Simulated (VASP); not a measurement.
# ZnO3 (Pm-3m) in VASP: further runs

Runs on ZnO3. Level: PBE. Tasks: single point, relaxation of cell and atoms.

All numbers are computed with VASP 6.6.1; they aren't measurements. Logs are shortened: lines on timing, memory, paths and dates and some standing lists are left out, and cuts for length are marked.

**1. The cell of the first run**

It takes space group Pm-3m (No. 221, cubic). The conventional cell has a = 3.298 Å, b = 3.298 Å, c = 3.298 Å, α = 90.00°, β = 90.00°, γ = 90.00°. Zn (site symmetry m-3m) has 12 O at 2.33 Å within 3.1 Å. Within 3.1 Å of O (site symmetry 4/mmm) lie 4 Zn at 2.33 Å and 8 O at 2.33 Å.

**2. Single point, PBE**

Contents of INCAR:

```
  PREC = Accurate
  ENCUT = 520
  EDIFF = 1E-6
  ISMEAR = 0
  SIGMA = 0.1
  LREAL = False
  LASPH = True
  NELM = 80
  ALGO = Normal
  ISIF = 2
  LWAVE = False
  LCHARG = False
  GGA = PE
  NBANDS = 23
```

Contents of KPOINTS:

```
regular mesh
0
Gamma
  6 6 6
```

Contents of POSCAR:

```
ZnO3
1.0
    3.2983091684      0.0000000000      0.0000000000
    0.0000000000      3.2983091684      0.0000000000
    0.0000000000      0.0000000000      3.2983091684
Zn O
1 3
Direct
    0.0000000000      0.0000000000      0.0000000000
    0.0000000000      0.5000000000      0.5000000000
    0.5000000000      0.0000000000      0.5000000000
    0.5000000000      0.5000000000      0.0000000000
```

Potentials or basis: VASP PAW PBE potentials, release 64 (Zn, O).

The run is started by

```bash
> cat potpaw_PBE.64/Zn/POTCAR potpaw_PBE.64/O/POTCAR > POTCAR
> mpirun -np 1 vasp_std > vasp.out
```

OUTCAR:

```text
PREC = Accurate
   ENCUT = 520
   EDIFF = 1E-6
   ISMEAR = 0
   LREAL = False
   LASPH = True
   NELM = 80
   ISIF = 2
   GGA = PE

 ion  position               nearest neighbor table
   1  0.000  0.000  0.000-   2 2.33   3 2.33   4 2.33   2 2.33   3 2.33   2 2.33   4 2.33   2 2.33
                             3 2.33   4 2.33   3 2.33   4 2.33
   2  0.000  0.500  0.500-   1 2.33   1 2.33   1 2.33   1 2.33
   3  0.500  0.000  0.500-   1 2.33   1 2.33   1 2.33   1 2.33
   4  0.500  0.500  0.000-   1 2.33   1 2.33   1 2.33   1 2.33

  LATTYP: Found a simple cubic cell.
 ALAT       =     3.2983091684

  Lattice vectors:

 A1 = (   3.2983091684,   0.0000000000,   0.0000000000)
 A2 = (   0.0000000000,   3.2983091684,   0.0000000000)
 A3 = (   0.0000000000,   0.0000000000,   3.2983091684)

Analysis of symmetry for initial positions (statically):
=====================================================================
 Subroutine PRICEL returns:
 Original cell was already a primitive cell.

 Routine SETGRP: Setting up the symmetry group for a
 simple cubic supercell.

 Subroutine GETGRP returns: Found 48 space group operations
 (whereof 48 operations were pure point group operations)
 out of a pool of 48 trial point group operations.

The static configuration has the point symmetry O_h .

Analysis of symmetry for dynamics (positions and initial velocities):
=====================================================================
 Subroutine PRICEL returns:
 Original cell was already a primitive cell.

 Routine SETGRP: Setting up the symmetry group for a
 simple cubic supercell.

 Subroutine GETGRP returns: Found 48 space group operations
 (whereof 48 operations were pure point group operations)
 out of a pool of 48 trial point group operations.

The dynamic configuration has the point symmetry O_h .

 Subroutine INISYM returns: Found 48 space group operations
 (whereof 48 operations are pure point group operations),
 and found     1 'primitive' translations

----------------------------------------------------------------------------------------

                                     Primitive cell

  volume of cell :      35.8818

  direct lattice vectors                    reciprocal lattice vectors
     3.298309168  0.000000000  0.000000000     0.303185647  0.000000000  0.000000000
     0.000000000  3.298309168  0.000000000     0.000000000  0.303185647  0.000000000
     0.000000000  0.000000000  3.298309168     0.000000000  0.000000000  0.303185647

  length of vectors
     3.298309168  3.298309168  3.298309168     0.303185647  0.303185647  0.303185647

  position of ions in fractional coordinates (direct lattice)
     0.000000000  0.000000000  0.000000000
     0.000000000  0.500000000  0.500000000
     0.500000000  0.000000000  0.500000000
     0.500000000  0.500000000  0.000000000

  ion indices of the primitive-cell ions
   primitive index   ion index
                 1           1
                 2           2
                 3           3
                 4           4

----------------------------------------------------------------------------------------

 KPOINTS: regular mesh

Automatic generation of k-mesh.
 Grid dimensions read from file:
 generate k-points for:    6    6    6

 Generating k-lattice:

  Cartesian coordinates                     Fractional coordinates (reciprocal lattice)
     0.050530941  0.000000000  0.000000000     0.166666667  0.000000000  0.000000000
     0.000000000  0.050530941  0.000000000     0.000000000  0.166666667  0.000000000
     0.000000000  0.000000000  0.050530941     0.000000000  0.000000000  0.166666667

  Length of vectors
     0.050530941  0.050530941  0.050530941

  Shift w.r.t. Gamma in fractional coordinates (k-lattice)
     0.000000000  0.000000000  0.000000000

 Subroutine IBZKPT returns following result:
 ===========================================

 Found     20 irreducible k-points:

 Following reciprocal coordinates:
            Coordinates               Weight
  0.000000  0.000000  0.000000      1.000000
  0.166667  0.000000  0.000000      6.000000
  0.333333  0.000000  0.000000      6.000000
  0.500000  0.000000  0.000000      3.000000
  0.166667  0.166667  0.000000     12.000000
  0.333333  0.166667  0.000000     24.000000
[... 12 lines left out ...]
  0.500000  0.500000  0.333333      6.000000
  0.500000  0.500000  0.500000      1.000000
   k-points           NKPTS =     20   k-points in BZ     NKDIM =     20   number of bands    NBANDS=     23
   number of dos      NEDOS =    301   number of ions     NIONS =      4
   total plane-waves  NPLWV =  21952
   dimension x,y,z NGX =    28 NGY =   28 NGZ =   28
   dimension x,y,z NGXF=    56 NGYF=   56 NGZF=   56
   ions per type =               1   3
   NGX,Y,Z   is equivalent  to a cutoff of  14.11, 14.11, 14.11 a.u.
   NGXF,Y,Z  is equivalent  to a cutoff of  28.23, 28.23, 28.23 a.u.
 SYSTEM =  unknown system
   PREC   = accura    normal or accurate (medium, high low for compatibility)
   ISTART =      0    job   : 0-new  1-cont  2-samecut
   ICHARG =      2    charge: 1-file 2-atom 10-const
   ISPIN  =      1    spin polarized calculation?
   LNONCOLLINEAR =      F non collinear calculations
   LSORBIT =      F    spin-orbit coupling
   LASPH  =      T    aspherical Exc in radial PAW
   ENCUT  =  520.0 eV  38.22 Ry    6.18 a.u.   6.13  6.13  6.13*2*pi/ulx,y,z
   NELM   =     80;   NELMIN=  2; NELMDL= -5     # of ELM steps
   EDIFF  = 0.1E-05   stopping-criterion for ELM
   LREAL  =      F    real-space projection
   EDIFFG = 0.1E-04   stopping-criterion for IOM
   NSW    =      0    number of steps for IOM
   IBRION =     -1    ionic relax: 0-MD 1-quasi-New 2-CG
   NFREE  =      0    steps in history (QN), initial steepest desc. (CG)
   ISIF   =      2    stress and relaxation
   ISYM   =      2    0-nonsym 1-usesym 2-fastsym
   POTIM  = 0.5000    time-step for ionic-motion
   TEBEG  =    0.0;   TEEND  =   0.0 temperature during run
   PSTRESS=    0.0 pullay stress
   NELECT =      30.0000    total number of electrons
   NUPDOWN=      -1.0000    fix difference up-down
   EMIN   =  10.00;   EMAX   =-10.00  energy-range for DOS
   EFERMI =   0.00;   METHOD = LEGACY
   ISMEAR =     0;   SIGMA  =   0.10  broadening in eV -4-tet -1-fermi 0-gaus
   EFERMI_NEDOS =   21; number of points for ismear=-14 and -15
   IALGO  =     38    algorithm
   IMIX   =      4    mixing-type and parameters
     AMIX     =   0.40;   BMIX     =  1.00
     AMIX_MAG =   1.60;   BMIX_MAG =  1.00
  volume/ion in A,a.u.               =       8.97        60.54
  Fermi-wavevector in a.u.,A,eV,Ry     =   1.542259  2.914446 32.362298  2.378562
  Thomas-Fermi vector in A             =   2.648089
   LORBIT       =      0    0 simple, 1 ext, 2 COOP (PROOUT), +10 PAW based schemes
   GGA     = PE    functional components
   LHFCALC =     F    Hartree Fock is set to
   AEXX    =    0.0000 exact exchange contribution
   IVDW    =     0    specifies the selected vdW correction
   LEPSILON=     F    determine dielectric tensor
   LRPA    =     F    only Hartree local field effects (RPA)
 non-spin polarized calculation
 Gauss-broadening in eV      SIGMA  =   0.10
  energy-cutoff  :      520.00
  volume of cell :       35.88
 maximum number of plane-waves:       992
 NGX is ok and might be reduce to    28
   NGX = 13   NGY = 13   NGZ = 13

 number of electron      30.0000032 magnetization

 Free energy of the ion-electron system (eV)
  ---------------------------------------------------
  ext. energy  EPLUGINS =         0.00000000
  ---------------------------------------------------
  free energy    TOTEN  =       -12.81542773 eV

  energy without entropy =      -12.80042123  energy(sigma->0) =      -12.80792448

 E-fermi :   2.5373     XC(G=0): -12.1792

 val. band max:        2.4823859814   @ k =   0.5000   0.1667   0.1667
 cond. band min:       2.5892126085   @ k =   0.3333   0.3333   0.3333
 fundamental gap:      0.1068266271
 Fermi energy:         2.5372908100

 k-point     1 :       0.0000    0.0000    0.0000
  band No.  band energies     occupation
      1     -17.5037      2.00000
      2     -13.3310      2.00000
      3     -13.3310      2.00000
      4      -2.5685      2.00000
      5      -2.5685      2.00000
      6      -2.4863      2.00000
[... 15 lines left out ...]
     22      17.9792      0.00000
     23      17.9792      0.00000

 k-point     2 :       0.1667    0.0000    0.0000
  band No.  band energies     occupation
      1     -17.2934      2.00000
      2     -13.6542      2.00000
      3     -13.2901      2.00000
      4      -2.9488      2.00000
      5      -2.9488      2.00000
      6      -2.7486      2.00000
[... 15 lines left out ...]
     22      17.8364      0.00000
     23      18.9045      0.00000

 k-point     3 :       0.3333    0.0000    0.0000
  band No.  band energies     occupation
      1     -16.7163      2.00000
      2     -14.4523      2.00000
      3     -13.2059      2.00000
      4      -3.2576      2.00000
      5      -3.2576      2.00000
      6      -3.0964      2.00000
[... 15 lines left out ...]
     22      19.1944      0.00000
     23      20.1493      0.00000
[... 391 lines left out ...]
 k-point    19 :       0.5000    0.5000    0.3333
  band No.  band energies     occupation
      1     -14.6306      2.00000
      2     -14.6131      2.00000
      3     -14.6131      2.00000
      4      -3.8267      2.00000
      5      -3.3853      2.00000
      6      -3.2512      2.00000
[... 15 lines left out ...]
     22      22.0857      0.00000
     23      22.5337      0.00000

 k-point    20 :       0.5000    0.5000    0.5000
  band No.  band energies     occupation
      1     -14.5655      2.00000
      2     -14.5655      2.00000
      3     -14.5655      2.00000
      4      -3.7911      2.00000
      5      -3.3565      2.00000
      6      -3.3565      2.00000
[... 15 lines left out ...]
     22      21.7160      0.00000
     23      21.7160      0.00000

------------------------ aborting loop because EDIFF is reached ----------------------------------------

  FORCE on cell =-STRESS in cart. coord.  units (eV):
  Direction    XX          YY          ZZ          XY          YZ          ZX
  --------------------------------------------------------------------------------------
  -------------------------------------------------------------------------------------
  Total        0.4643338      0.4643338      0.4643338      0.0000000      0.0000000      0.0000000
  in kB       20.7332218     20.7332218     20.7332218      0.0000000      0.0000000      0.0000000
  external PRESSURE =      20.7332218 kB  Pullay stress =       0.0000000 kB

 VOLUME and BASIS-vectors are now :
 -----------------------------------------------------------------------------
  energy-cutoff  :      520.00
  volume of cell :       35.88
      direct lattice vectors                 reciprocal lattice vectors
     3.298309168  0.000000000  0.000000000     0.303185647  0.000000000  0.000000000
     0.000000000  3.298309168  0.000000000     0.000000000  0.303185647  0.000000000
     0.000000000  0.000000000  3.298309168     0.000000000  0.000000000  0.303185647

 POSITION                                       TOTAL-FORCE (eV/Angst)
 -----------------------------------------------------------------------------------
      0.00000      0.00000      0.00000         0.000000      0.000000      0.000000
      0.00000      1.64915      1.64915         0.000000      0.000000      0.000000
      1.64915      0.00000      1.64915         0.000000      0.000000      0.000000
      1.64915      1.64915      0.00000         0.000000      0.000000      0.000000
 -----------------------------------------------------------------------------------
    total drift:                               -0.000000      0.000000      0.000000

  FREE ENERGIE OF THE ION-ELECTRON SYSTEM (eV)
  ---------------------------------------------------
  free  energy   TOTEN  =       -12.8154277328 eV

  energy  without entropy=      -12.8004212318  energy(sigma->0) =      -12.80792448
```

Run time: 9.5 s. Hardware: 1 thread of Intel Xeon 6975P-C (Granite Rapids), shared host; peak memory 0.15 GiB.

Results:

| Property | Result |
| --- | --- |
| Free energy | -12.8154 eV |
| Pressure | 2.1 GPa |
| Band gap on the k mesh | zero (bands 15 and 16 overlap by 0.68 eV) |

Caveat: semilocal functionals underestimate gaps, so a narrow gap can read as zero.

**3. Single point, PBE, collinear spin, ferromagnetic start**

This run uses another cell than the first one, of 9.75 Å³/atom.

Contents of INCAR:

```
ALGO = Normal
EDIFF = 1E-6
ENCUT = 520
GGA = PE
ISIF = 2
ISMEAR = 0
ISPIN = 2
LASPH = True
LCHARG = True
LELF = True
LORBIT = 11
LREAL = False
LVHAR = True
LWAVE = False
MAGMOM = 0 1.44 1.44 1.44
NBANDS = 27
NELM = 150
PREC = Accurate
SIGMA = 0.1
```

Contents of KPOINTS:

```
k-points
0
Gamma
  6 6 6
```

Contents of POSCAR:

```
ZnO3
1.0
    3.3908157989      0.0000000000      0.0000000000
    0.0000000000      3.3908157989      0.0000000000
    0.0000000000      0.0000000000      3.3908157989
Zn O
1 3
Direct
    0.0000000000      0.0000000000      0.0000000000
    0.0000000000      0.5000000000      0.5000000000
    0.5000000000      0.0000000000      0.5000000000
    0.5000000000      0.5000000000      0.0000000000
```

Potentials or basis: VASP PAW PBE potentials, release 64 (Zn, O).

The run is started by

```bash
> cat potpaw_PBE.64/Zn/POTCAR potpaw_PBE.64/O/POTCAR > POTCAR
> mpirun -np 1 vasp_std > vasp.out
```

It took 20 s on 1 thread of Intel Xeon 6975P-C (Granite Rapids), shared host; peak memory 0.18 GiB.

The run converged. Its results:

- Free energy: -13.1665 eV
- Pressure: 0.3 GPa
- Band gap on the k mesh: zero (filled and empty bands overlap)
- Net moment: 4.00 μB per cell
- Site moments: Zn -0.03; O +1.17 μB
- Valence electrons inside the program's atomic spheres: Zn 10.41; O 4.72

Levels at points of the mesh, in eV from the Fermi level:
Spin up:
| k point | band 15 | band 16 | band 17 | band 18 | band 19 | band 20 |
| --- | --- | --- | --- | --- | --- | --- |
| (0.00, 0.00, 0.00) | -0.58 | -0.58 | -0.58 | 1.63 | 14.12 | 14.12 |
| (0.50, 0.00, 0.00) | -1.87 | -0.75 | -0.75 | 5.46 | 7.94 | 12.32 |
| (0.50, 0.50, 0.00) | -2.03 | -0.44 | -0.36 | 5.52 | 10.35 | 10.35 |
| (0.50, 0.50, 0.50) | -0.45 | -0.41 | -0.41 | 2.25 | 12.32 | 12.32 |
Spin down:
```csv
k point,band 10,band 11,band 12,band 13,band 14,band 15,band 16,band 17
"(0.00, 0.00, 0.00)",-3.41,-3.41,0.14,0.14,0.14,1.89,2.13,2.13
"(0.50, 0.00, 0.00)",-1.44,-1.44,-1.17,-1.17,-0.12,0.11,1.79,1.79
"(0.50, 0.50, 0.00)",-1.96,-1.72,-1.72,-0.27,-0.27,0.09,1.86,2.57
"(0.50, 0.50, 0.50)",-4.54,-4.54,-4.28,1.80,1.80,1.80,2.11,2.62
```

(Part 1 of 2 ends here.)
